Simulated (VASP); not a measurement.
# WC (P-6m2) in VASP: a series of runs

The runs below take WC through single point, with PBE.

Program: VASP 6.6.1. These are calculated values, not measurements. Logs are shortened: lines on timing, memory, paths and dates and some standing lists are left out, and cuts for length are marked.

**1. The cell of the first run**

The structure is hexagonal, space group P-6m2 (No. 187). Conventional cell: a = 2.907 Å, b = 2.907 Å, c = 2.837 Å, α = 90.00°, β = 90.00°, γ = 120.00°. W (site symmetry -6m2) has 6 C at 2.20 Å and 8 W at 2.84 to 2.91 Å within 3.0 Å. C (site symmetry -6m2) has 6 W at 2.20 Å and 8 C at 2.84 to 2.91 Å within 3.0 Å.

**2. Single point, PBE**

INCAR reads:

```
PREC = Accurate ; ENCUT = 1300
EDIFF = 1E-6 ; ISMEAR = 0
SIGMA = 0.1 ; LREAL = False
LASPH = True ; NELM = 120
ALGO = Normal ; ISIF = 2
LWAVE = False ; LCHARG = False
GGA = PE ; NBANDS = 16
GGA_COMPAT = False
```

KPOINTS reads:

```
regular mesh
0
Gamma
  9 9 6
```

POSCAR reads:

```
WC
1.0
    2.9065000000      0.0000000000      0.0000000000
   -1.4532500000      2.5171028361      0.0000000000
    0.0000000000      0.0000000000      2.8366000000
W C
1 1
Direct
    0.0000000000      0.0000000000      0.0000000000
    0.6666666667      0.3333333333      0.5000000000
```

Potentials or basis: VASP PAW PBE potentials, release 64 (W_sv, C_h).

Launch:

```sh
$ cat potpaw_PBE.64/W_sv/POTCAR potpaw_PBE.64/C_h/POTCAR > POTCAR
$ mpirun -np 1 vasp_std > vasp.out
```

OUTCAR:

```text
PREC = Accurate
   ENCUT = 1300
   EDIFF = 1E-6
   ISMEAR = 0
   LREAL = False
   LASPH = True
   NELM = 120
   ISIF = 2
   GGA = PE

 ion  position               nearest neighbor table
   1  0.000  0.000  0.000-   2 2.20   2 2.20   2 2.20   2 2.20   2 2.20   2 2.20
   2  0.667  0.333  0.500-   1 2.20   1 2.20   1 2.20   1 2.20   1 2.20   1 2.20

  LATTYP: Found a hexagonal cell.
 ALAT       =     2.9065000000
 C/A-ratio  =     0.9759504559

  Lattice vectors:

 A1 = (   2.9065000000,   0.0000000000,   0.0000000000)
 A2 = (  -1.4532500000,   2.5171028361,   0.0000000000)
 A3 = (   0.0000000000,   0.0000000000,   2.8366000000)

Analysis of symmetry for initial positions (statically):
=====================================================================
 Subroutine PRICEL returns:
 Original cell was already a primitive cell.

 Routine SETGRP: Setting up the symmetry group for a
 hexagonal supercell.

 Subroutine GETGRP returns: Found 12 space group operations
 (whereof 12 operations were pure point group operations)
 out of a pool of 24 trial point group operations.

The static configuration has the point symmetry D_3h.

Analysis of symmetry for dynamics (positions and initial velocities):
=====================================================================
 Subroutine PRICEL returns:
 Original cell was already a primitive cell.

 Routine SETGRP: Setting up the symmetry group for a
 hexagonal supercell.

 Subroutine GETGRP returns: Found 12 space group operations
 (whereof 12 operations were pure point group operations)
 out of a pool of 24 trial point group operations.

The dynamic configuration has the point symmetry D_3h.

 Subroutine INISYM returns: Found 12 space group operations
 (whereof 12 operations are pure point group operations),
 and found     1 'primitive' translations

----------------------------------------------------------------------------------------

                                     Primitive cell

  volume of cell :      20.7525

  direct lattice vectors                    reciprocal lattice vectors
     2.906500000  0.000000000  0.000000000     0.344056425  0.198641070  0.000000000
    -1.453250000  2.517102836  0.000000000     0.000000000  0.397282139  0.000000000
     0.000000000  0.000000000  2.836600000     0.000000000  0.000000000  0.352534725

  length of vectors
     2.906500000  2.906500000  2.836600000     0.397282139  0.397282139  0.352534725

  position of ions in fractional coordinates (direct lattice)
     0.000000000  0.000000000  0.000000000
     0.666666667  0.333333333  0.500000000

  ion indices of the primitive-cell ions
   primitive index   ion index
                 1           1
                 2           2

----------------------------------------------------------------------------------------

 KPOINTS: regular mesh

Automatic generation of k-mesh.
 Grid dimensions read from file:
 generate k-points for:    9    9    6

 Generating k-lattice:

  Cartesian coordinates                     Fractional coordinates (reciprocal lattice)
     0.038228492  0.022071230  0.000000000     0.111111111  0.000000000  0.000000000
     0.000000000  0.044142460  0.000000000     0.000000000  0.111111111  0.000000000
     0.000000000  0.000000000  0.058755787     0.000000000  0.000000000  0.166666667

  Length of vectors
     0.044142460  0.044142460  0.058755787

  Shift w.r.t. Gamma in fractional coordinates (k-lattice)
     0.000000000  0.000000000  0.000000000

 Subroutine IBZKPT returns following result:
 ===========================================

 Found     48 irreducible k-points:

 Following reciprocal coordinates:
            Coordinates               Weight
  0.000000  0.000000  0.000000      1.000000
  0.111111 -0.000000  0.000000      6.000000
  0.222222  0.000000  0.000000      6.000000
  0.333333 -0.000000  0.000000      6.000000
  0.444444  0.000000  0.000000      6.000000
  0.111111  0.111111  0.000000      6.000000
[... 16 lines left out ...]
  0.333333  0.222222  0.166667     24.000000
  0.333333  0.333333  0.166667      4.000000
 [... further k-points ...]
   k-points           NKPTS =     48   k-points in BZ     NKDIM =     48   number of bands    NBANDS=     16
   number of dos      NEDOS =    301   number of ions     NIONS =      2
   total plane-waves  NPLWV =  46656
   dimension x,y,z NGX =    36 NGY =   36 NGZ =   36
   dimension x,y,z NGXF=    72 NGYF=   72 NGZF=   72
   ions per type =               1   1
   NGX,Y,Z   is equivalent  to a cutoff of  20.59, 20.59, 21.10 a.u.
   NGXF,Y,Z  is equivalent  to a cutoff of  41.18, 41.18, 42.20 a.u.
 SYSTEM =  unknown system
   PREC   = accura    normal or accurate (medium, high low for compatibility)
   ISTART =      0    job   : 0-new  1-cont  2-samecut
   ICHARG =      2    charge: 1-file 2-atom 10-const
   ISPIN  =      1    spin polarized calculation?
   LNONCOLLINEAR =      F non collinear calculations
   LSORBIT =      F    spin-orbit coupling
   LASPH  =      T    aspherical Exc in radial PAW
   ENCUT  = 1300.0 eV  95.55 Ry    9.77 a.u.   8.54  8.54  8.34*2*pi/ulx,y,z
   NELM   =    120;   NELMIN=  2; NELMDL= -5     # of ELM steps
   EDIFF  = 0.1E-05   stopping-criterion for ELM
   LREAL  =      F    real-space projection
   EDIFFG = 0.1E-04   stopping-criterion for IOM
   NSW    =      0    number of steps for IOM
   IBRION =     -1    ionic relax: 0-MD 1-quasi-New 2-CG
   NFREE  =      0    steps in history (QN), initial steepest desc. (CG)
   ISIF   =      2    stress and relaxation
   ISYM   =      2    0-nonsym 1-usesym 2-fastsym
   POTIM  = 0.5000    time-step for ionic-motion
   TEBEG  =    0.0;   TEEND  =   0.0 temperature during run
   PSTRESS=    0.0 pullay stress
   NELECT =      18.0000    total number of electrons
   NUPDOWN=      -1.0000    fix difference up-down
   EMIN   =  10.00;   EMAX   =-10.00  energy-range for DOS
   EFERMI =   0.00;   METHOD = LEGACY
   ISMEAR =     0;   SIGMA  =   0.10  broadening in eV -4-tet -1-fermi 0-gaus
   EFERMI_NEDOS =   21; number of points for ismear=-14 and -15
   IALGO  =     38    algorithm
   IMIX   =      4    mixing-type and parameters
     AMIX     =   0.40;   BMIX     =  1.00
     AMIX_MAG =   1.60;   BMIX_MAG =  1.00
  volume/ion in A,a.u.               =      10.38        70.02
  Fermi-wavevector in a.u.,A,eV,Ry     =   1.561262  2.950358 33.164744  2.437540
  Thomas-Fermi vector in A             =   2.664353
   LORBIT       =      0    0 simple, 1 ext, 2 COOP (PROOUT), +10 PAW based schemes
   GGA     = PE    functional components
   LHFCALC =     F    Hartree Fock is set to
   AEXX    =    0.0000 exact exchange contribution
   IVDW    =     0    specifies the selected vdW correction
   LEPSILON=     F    determine dielectric tensor
   LRPA    =     F    only Hartree local field effects (RPA)
 non-spin polarized calculation
 Gauss-broadening in eV      SIGMA  =   0.10
  energy-cutoff  :     1300.00
  volume of cell :       20.75
 maximum number of plane-waves:      2249
 NGX is ok and might be reduce to    36
   NGX = 17   NGY = 17   NGZ = 17

 number of electron      18.0000000 magnetization

 Free energy of the ion-electron system (eV)
  ---------------------------------------------------
  ext. energy  EPLUGINS =         0.00000000
  ---------------------------------------------------
  free energy    TOTEN  =       -22.44201213 eV

  energy without entropy =      -22.43833485  energy(sigma->0) =      -22.44017349

 E-fermi :  11.4349     XC(G=0): -13.8350

 val. band max:       11.4324685846   @ k =   0.3333   0.2222   0.0000
 cond. band min:      11.4611823603   @ k =   0.1111  -0.0000   0.3333
 fundamental gap:      0.0287137757
 Fermi energy:        11.4348672237

 k-point     1 :       0.0000    0.0000    0.0000
  band No.  band energies     occupation
      1     -62.5919      2.00000
      2     -26.5806      2.00000
      3     -26.4668      2.00000
      4     -26.4668      2.00000
      5      -3.0439      2.00000
      6       7.0963      2.00000
[... 8 lines left out ...]
     15      25.7544      0.00000
     16      28.1428      0.00000

 k-point     2 :       0.1111   -0.0000    0.0000
  band No.  band energies     occupation
      1     -62.5851      2.00000
      2     -26.5676      2.00000
      3     -26.5669      2.00000
      4     -26.4895      2.00000
      5      -2.7241      2.00000
      6       7.1001      2.00000
[... 8 lines left out ...]
     15      25.2545      0.00000
     16      28.8114      0.00000

 k-point     3 :       0.2222    0.0000    0.0000
  band No.  band energies     occupation
      1     -62.5679      2.00000
      2     -26.8139      2.00000
      3     -26.5465      2.00000
      4     -26.5348      2.00000
      5      -1.8631      2.00000
      6       6.1743      2.00000
[... 8 lines left out ...]
     15      25.2324      0.00000
     16      29.7320      0.00000

 k-point     4 :       0.3333   -0.0000    0.0000
  band No.  band energies     occupation
      1     -62.5483      2.00000
      2     -27.0844      2.00000
      3     -26.6105      2.00000
      4     -26.4973      2.00000
      5      -0.7388      2.00000
      6       5.1283      2.00000
[... 8 lines left out ...]
     15      26.3457      0.00000
     16      28.1117      0.00000
[... 324 lines left out ...]
 k-point    22 :       0.2222    0.2222    0.1667
  band No.  band energies     occupation
      1     -62.5297      2.00000
      2     -27.0722      2.00000
      3     -26.7277      2.00000
      4     -26.6587      2.00000
      5       0.0916      2.00000
      6       5.4487      2.00000
[... 8 lines left out ...]
     15      25.3262      0.00000
     16      27.9784      0.00000

 k-point    23 :       0.3333    0.2222    0.1667
  band No.  band energies     occupation
      1     -62.5199      2.00000
      2     -27.1317      2.00000
      3     -26.8325      2.00000
      4     -26.6373      2.00000
      5       0.6985      2.00000
      6       5.1481      2.00000
[... 8 lines left out ...]
     15      25.1306      0.00000
     16      28.2124      0.00000

 k-point    24 :       0.3333    0.3333    0.1667
  band No.  band energies     occupation
      1     -62.5165      2.00000
      2     -27.0385      2.00000
      3     -26.9855      2.00000
      4     -26.6298      2.00000
      5       0.9282      2.00000
      6       5.8580      2.00000
[... 8 lines left out ...]
     15      26.2735      0.00000
     16      27.6141      0.00000

 [... further k-points ...]

------------------------ aborting loop because EDIFF is reached ----------------------------------------

  FORCE on cell =-STRESS in cart. coord.  units (eV):
  Direction    XX          YY          ZZ          XY          YZ          ZX
  --------------------------------------------------------------------------------------
  -------------------------------------------------------------------------------------
  Total        0.9619112      0.9619112      0.7622551      0.0000000     -0.0000000      0.0000000
  in kB       74.2636332     74.2636332     58.8493309      0.0000000     -0.0000000      0.0000000
  external PRESSURE =      69.1255324 kB  Pullay stress =       0.0000000 kB

 VOLUME and BASIS-vectors are now :
 -----------------------------------------------------------------------------
  energy-cutoff  :     1300.00
  volume of cell :       20.75
      direct lattice vectors                 reciprocal lattice vectors
     2.906500000  0.000000000  0.000000000     0.344056425  0.198641070  0.000000000
    -1.453250000  2.517102836  0.000000000     0.000000000  0.397282139  0.000000000
     0.000000000  0.000000000  2.836600000     0.000000000  0.000000000  0.352534725

 POSITION                                       TOTAL-FORCE (eV/Angst)
 -----------------------------------------------------------------------------------
      0.00000      0.00000      0.00000         0.000000      0.000000      0.000000
      1.45325      0.83903      1.41830        -0.000000      0.000000      0.000000
 -----------------------------------------------------------------------------------
    total drift:                               -0.000000      0.000000      0.000000

  FREE ENERGIE OF THE ION-ELECTRON SYSTEM (eV)
  ---------------------------------------------------
  free  energy   TOTEN  =       -22.4420121256 eV

  energy  without entropy=      -22.4383348474  energy(sigma->0) =      -22.44017349
```

It took 46 s on 1 thread of Intel Xeon Platinum 8259CL at 2.50GHz (Skylake/Cascade Lake), shared host; peak memory 0.25 GiB.

What came out:

| Item | Value |
| --- | --- |
| Free energy | -22.4420 eV |
| Pressure | 6.9 GPa |
| Band gap on the k mesh | zero (bands 9 and 10 overlap by 1.19 eV) |

Caveat: the k points lie up to 0.37 Å⁻¹ apart, too coarse for converged energies and pressures of a metal; spin-orbit coupling is left out, which moves the levels of the heavy elements.

**3. Single point, PBE**

INCAR reads:

```
SYSTEM = WC
ALGO = Normal
EDIFF = 1E-6
ENCUT = 1300
GGA = PE
GGA_COMPAT = .FALSE.
ISIF = 2
ISMEAR = 0
LASPH = .TRUE.
LCHARG = .FALSE.
LREAL = .FALSE.
LWAVE = .FALSE.
NBANDS = 16
NELM = 120
PREC = Accurate
SIGMA = 0.1
```

KPOINTS reads:

```
k-points
0
G
  18 18 14
  0 0 0
```

POSCAR is that of step 2.

Potentials or basis: VASP PAW PBE potentials, release 64 (W_sv, C_h).

Launch:

```sh
$ cat potpaw_PBE.64/W_sv/POTCAR potpaw_PBE.64/C_h/POTCAR > POTCAR
$ mpirun -np 1 vasp_std > vasp.out
```

Run time: 3.8 min. Hardware: 1 thread of AMD EPYC 7R13 (Zen 3), shared host; peak memory 0.48 GiB.

The run converged. Its results:

```yaml
Free_energy: -22.4496 eV
Pressure: 6.7 GPa
Band_gap_on_the_k_mesh: zero (bands 9 and 10 overlap by 1.20 eV)
```

Levels at points of the mesh, in eV from the Fermi level:
| k point | band 7 | band 8 | band 9 | band 10 | band 11 | band 12 |
| --- | --- | --- | --- | --- | --- | --- |
| (0.00, 0.00, 0.00) | -3.32 | -3.32 | 0.09 | 3.24 | 3.24 | 5.63 |
| (0.50, 0.00, 0.00) | -3.61 | -3.56 | -0.46 | 2.35 | 4.54 | 4.90 |
| (0.00, 0.00, 0.50) | -2.01 | -2.01 | -0.58 | -0.58 | 3.68 | 4.53 |
| (0.50, 0.00, 0.50) | -4.31 | -4.18 | 0.29 | 4.44 | 5.32 | 6.65 |

Caveat: the cell stands under pressure; spin-orbit coupling is left out, which moves the levels of the heavy elements.

The gap in the log of VASP goes by the Fermi energy; the results here count the filled bands.